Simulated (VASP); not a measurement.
# Pt (Fm-3m) in VASP: notebook, part 2 of 2

VASP 6.6.1. Earlier steps stand in the parts before.

**4. Single point, PBE (strain +0.025 along x and y, +0.025 along z)**

INCAR

```
SYSTEM = Pt
ALGO = Fast
EDIFF = 1E-6
ENCUT = 520
GGA = PE
ISIF = 2
ISMEAR = 0
LASPH = .True.
LCHARG = .False.
LREAL = .False.
LWAVE = .False.
NBANDS = 11
NELM = 80
PREC = Accurate
SIGMA = 0.15
```

KPOINTS

```
k-points
0
Gamma
  20 20 20
  0 0 0
```

POSCAR

```
Pt
1.0
    0.0000000000      2.0068475000      2.0068475000
    2.0068475000      0.0000000000      2.0068475000
    2.0068475000      2.0068475000      0.0000000000
Pt
1
Direct
    0.0000000000      0.0000000000      0.0000000000
```

Potentials or basis: VASP PAW PBE potentials, release 64 (Pt).

Started as:

```sh
> cat potpaw_PBE.64/Pt/POTCAR > POTCAR
> mpirun -np 1 vasp_std > vasp.out
```

OUTCAR:

```text
SYSTEM = Pt
   EDIFF = 1E-6
   ENCUT = 520
   GGA = PE
   ISIF = 2
   ISMEAR = 0
   LASPH = .True.
   LREAL = .False.
   NELM = 80
   PREC = Accurate

 ion  position               nearest neighbor table
   1  0.000  0.000  0.000-

  LATTYP: Found a face centered cubic cell.
 ALAT       =     4.0136950000

  Lattice vectors:

 A1 = (   0.0000000000,   2.0068475000,   2.0068475000)
 A2 = (   2.0068475000,   0.0000000000,   2.0068475000)
 A3 = (   2.0068475000,   2.0068475000,   0.0000000000)

Analysis of symmetry for initial positions (statically):
=====================================================================
 Subroutine PRICEL returns:
 Original cell was already a primitive cell.

 Routine SETGRP: Setting up the symmetry group for a
 face centered cubic supercell.

 Subroutine GETGRP returns: Found 48 space group operations
 (whereof 48 operations were pure point group operations)
 out of a pool of 48 trial point group operations.

The static configuration has the point symmetry O_h .

Analysis of symmetry for dynamics (positions and initial velocities):
=====================================================================
 Subroutine PRICEL returns:
 Original cell was already a primitive cell.

 Routine SETGRP: Setting up the symmetry group for a
 face centered cubic supercell.

 Subroutine GETGRP returns: Found 48 space group operations
 (whereof 48 operations were pure point group operations)
 out of a pool of 48 trial point group operations.

The dynamic configuration has the point symmetry O_h .

 Subroutine INISYM returns: Found 48 space group operations
 (whereof 48 operations are pure point group operations),
 and found     1 'primitive' translations

----------------------------------------------------------------------------------------

                                     Primitive cell

  volume of cell :      16.1649

  direct lattice vectors                    reciprocal lattice vectors
     0.000000000  2.006847500  2.006847500    -0.249146983  0.249146983  0.249146983
     2.006847500  0.000000000  2.006847500     0.249146983 -0.249146983  0.249146983
     2.006847500  2.006847500  0.000000000     0.249146983  0.249146983 -0.249146983

  length of vectors
     2.838110952  2.838110952  2.838110952     0.431535233  0.431535233  0.431535233

  position of ions in fractional coordinates (direct lattice)
     0.000000000  0.000000000  0.000000000

  ion indices of the primitive-cell ions
   primitive index   ion index
                 1           1

----------------------------------------------------------------------------------------

 KPOINTS: k-points

Automatic generation of k-mesh.
 Grid dimensions read from file:
 generate k-points for:   20   20   20

 Generating k-lattice:

  Cartesian coordinates                     Fractional coordinates (reciprocal lattice)
    -0.012457349  0.012457349  0.012457349     0.050000000  0.000000000  0.000000000
     0.012457349 -0.012457349  0.012457349     0.000000000  0.050000000  0.000000000
     0.012457349  0.012457349 -0.012457349     0.000000000  0.000000000  0.050000000

  Length of vectors
     0.021576762  0.021576762  0.021576762

  Shift w.r.t. Gamma in fractional coordinates (k-lattice)
     0.000000000  0.000000000  0.000000000

 Subroutine IBZKPT returns following result:
 ===========================================

 Found    256 irreducible k-points:

 Following reciprocal coordinates:
            Coordinates               Weight
  0.000000  0.000000  0.000000      1.000000
  0.050000  0.000000  0.000000      8.000000
  0.100000  0.000000  0.000000      8.000000
  0.150000  0.000000  0.000000      8.000000
  0.200000  0.000000  0.000000      8.000000
  0.250000  0.000000  0.000000      8.000000
[... 16 lines left out ...]
 -0.400000  0.050000  0.000000     24.000000
 -0.350000  0.050000  0.000000     24.000000
 [... further k-points ...]
   k-points           NKPTS =    256   k-points in BZ     NKDIM =    256   number of bands    NBANDS=     11
   number of dos      NEDOS =    301   number of ions     NIONS =      1
   total plane-waves  NPLWV =  13824
   dimension x,y,z NGX =    24 NGY =   24 NGZ =   24
   dimension x,y,z NGXF=    48 NGYF=   48 NGZF=   48
   ions per type =               1
   NGX,Y,Z   is equivalent  to a cutoff of  14.06, 14.06, 14.06 a.u.
   NGXF,Y,Z  is equivalent  to a cutoff of  28.12, 28.12, 28.12 a.u.
 SYSTEM =  Pt
   PREC   = accura    normal or accurate (medium, high low for compatibility)
   ISTART =      0    job   : 0-new  1-cont  2-samecut
   ICHARG =      2    charge: 1-file 2-atom 10-const
   ISPIN  =      1    spin polarized calculation?
   LNONCOLLINEAR =      F non collinear calculations
   LSORBIT =      F    spin-orbit coupling
   LASPH  =      T    aspherical Exc in radial PAW
   ENCUT  =  520.0 eV  38.22 Ry    6.18 a.u.   5.28  5.28  5.28*2*pi/ulx,y,z
   NELM   =     80;   NELMIN=  2; NELMDL= -5     # of ELM steps
   EDIFF  = 0.1E-05   stopping-criterion for ELM
   LREAL  =      F    real-space projection
   EDIFFG = 0.1E-04   stopping-criterion for IOM
   NSW    =      0    number of steps for IOM
   IBRION =     -1    ionic relax: 0-MD 1-quasi-New 2-CG
   NFREE  =      0    steps in history (QN), initial steepest desc. (CG)
   ISIF   =      2    stress and relaxation
   ISYM   =      2    0-nonsym 1-usesym 2-fastsym
   POTIM  = 0.5000    time-step for ionic-motion
   TEBEG  =    0.0;   TEEND  =   0.0 temperature during run
   PSTRESS=    0.0 pullay stress
   NELECT =      10.0000    total number of electrons
   NUPDOWN=      -1.0000    fix difference up-down
   EMIN   =  10.00;   EMAX   =-10.00  energy-range for DOS
   EFERMI =   0.00;   METHOD = LEGACY
   ISMEAR =     0;   SIGMA  =   0.15  broadening in eV -4-tet -1-fermi 0-gaus
   EFERMI_NEDOS =   21; number of points for ismear=-14 and -15
   IALGO  =     68    algorithm
   IMIX   =      4    mixing-type and parameters
     AMIX     =   0.40;   BMIX     =  1.00
     AMIX_MAG =   1.60;   BMIX_MAG =  1.00
  volume/ion in A,a.u.               =      16.16       109.09
  Fermi-wavevector in a.u.,A,eV,Ry     =   1.394924  2.636024 26.474382  1.945812
  Thomas-Fermi vector in A             =   2.518426
   LORBIT       =      0    0 simple, 1 ext, 2 COOP (PROOUT), +10 PAW based schemes
   GGA     = PE    functional components
   LHFCALC =     F    Hartree Fock is set to
   AEXX    =    0.0000 exact exchange contribution
   IVDW    =     0    specifies the selected vdW correction
   LEPSILON=     F    determine dielectric tensor
   LRPA    =     F    only Hartree local field effects (RPA)
 non-spin polarized calculation
 RMM-DIIS sequential band-by-band and
 Gauss-broadening in eV      SIGMA  =   0.15
  energy-cutoff  :      520.00
  volume of cell :       16.16
 maximum number of plane-waves:       448
 NGX is ok and might be reduce to    24
   NGX = 11   NGY = 11   NGZ = 11

 number of electron      10.0000000 magnetization

 number of electron       9.9999999 magnetization

 Free energy of the ion-electron system (eV)
  ---------------------------------------------------
  ext. energy  EPLUGINS =         0.00000000
  ---------------------------------------------------
  free energy    TOTEN  =        -6.09629928 eV

  energy without entropy =       -6.07427310  energy(sigma->0) =       -6.08528619

 E-fermi :   9.9811     XC(G=0): -13.0761

 val. band max:        9.9708945508   @ k =   0.5000   0.5000   0.0000
 cond. band min:       9.9831974616   @ k =  -0.4000   0.3500   0.1000
 fundamental gap:      0.0123029108
 Fermi energy:         9.9811167498

 k-point     1 :       0.0000    0.0000    0.0000
  band No.  band energies     occupation
      1       0.5213      2.00000
      2       6.5974      2.00000
      3       6.5974      2.00000
      4       6.5974      2.00000
      5       8.5182      2.00000
      6       8.5182      2.00000
      7      24.7858      0.00000
      8      29.3624      0.00000
      9      29.3624      0.00000
     10      29.3624      0.00000
     11      34.4586      0.00000

 k-point     2 :       0.0500    0.0000    0.0000
  band No.  band energies     occupation
      1       0.6157      2.00000
      2       6.5573      2.00000
      3       6.6340      2.00000
      4       6.6340      2.00000
      5       8.4983      2.00000
      6       8.4983      2.00000
      7      24.9255      0.00000
      8      28.8113      0.00000
      9      29.4998      0.00000
     10      29.4998      0.00000
     11      35.0370      0.00000
[... 295 lines left out ...]
 k-point    24 :      -0.3500    0.0500    0.0000
  band No.  band energies     occupation
      1       3.3448      2.00000
      2       6.6697      2.00000
      3       6.7483      2.00000
      4       7.4697      2.00000
      5       9.2836      2.00000
      6       9.8706      1.70272
      7      18.5879      0.00000
      8      25.1288      0.00000
      9      28.8776      0.00000
     10      30.4293      0.00000
     11      34.6622      0.00000

 [... further k-points ...]
[... 5 lines left out ...]
  --------------------------------------------------------------------------------------
  -------------------------------------------------------------------------------------
  Total       -0.7852975     -0.7852975     -0.7852975      0.0000000     -0.0000000     -0.0000000
  in kB      -77.8344143    -77.8344143    -77.8344143      0.0000000     -0.0000000     -0.0000000
  external PRESSURE =     -77.8344143 kB  Pullay stress =       0.0000000 kB

 VOLUME and BASIS-vectors are now :
 -----------------------------------------------------------------------------
  energy-cutoff  :      520.00
  volume of cell :       16.16
      direct lattice vectors                 reciprocal lattice vectors
     0.000000000  2.006847500  2.006847500    -0.249146983  0.249146983  0.249146983
     2.006847500  0.000000000  2.006847500     0.249146983 -0.249146983  0.249146983
     2.006847500  2.006847500  0.000000000     0.249146983  0.249146983 -0.249146983

 POSITION                                       TOTAL-FORCE (eV/Angst)
 -----------------------------------------------------------------------------------
      0.00000      0.00000      0.00000         0.000000      0.000000      0.000000
 -----------------------------------------------------------------------------------
    total drift:                                0.000000     -0.000000     -0.000000

  FREE ENERGIE OF THE ION-ELECTRON SYSTEM (eV)
  ---------------------------------------------------
  free  energy   TOTEN  =        -6.0962992761 eV

  energy  without entropy=       -6.0742730999  energy(sigma->0) =       -6.08528619
```

Run time: 2.1 min. Hardware: 1 thread of AMD EPYC 7R13, shared host; peak memory 0.15 GiB.

What came out:

```
Free energy            : -6.0963 eV
Pressure               : -7.8 GPa
Band gap on the k mesh : zero (band 5 reaches 10.41 eV, above the bottom of band 6 at 8.43 eV)
```

Caveat: the cell differs from its parent crystal (strain +0.025 along x and y, +0.025 along z); spin-orbit coupling is left out, which moves the levels of the heavy elements.

**5. Summary**

| cell | gap on the mesh (eV) | pressure (GPa) |
| --- | --- | --- |
| a = 2.630 Å, angles 60.0°, 1 atom | none | 81.3 |
| a = 2.700 Å, angles 60.0°, 1 atom | none | 39.4 |
| a = 2.838 Å, angles 60.0°, 1 atom | none | -7.8 |

Alike in all rows: task single point; level PBE; potentials or basis VASP PAW PBE potentials, release 64 (Pt); no spin polarisation; k mesh 20 × 20 × 20; cutoff (eV) 520; smearing gaussian 0.15 eV.

Caveats: spin-orbit coupling is left out, which moves the levels of the heavy elements.

Absolute energies hang on the potentials; compare differences alone.
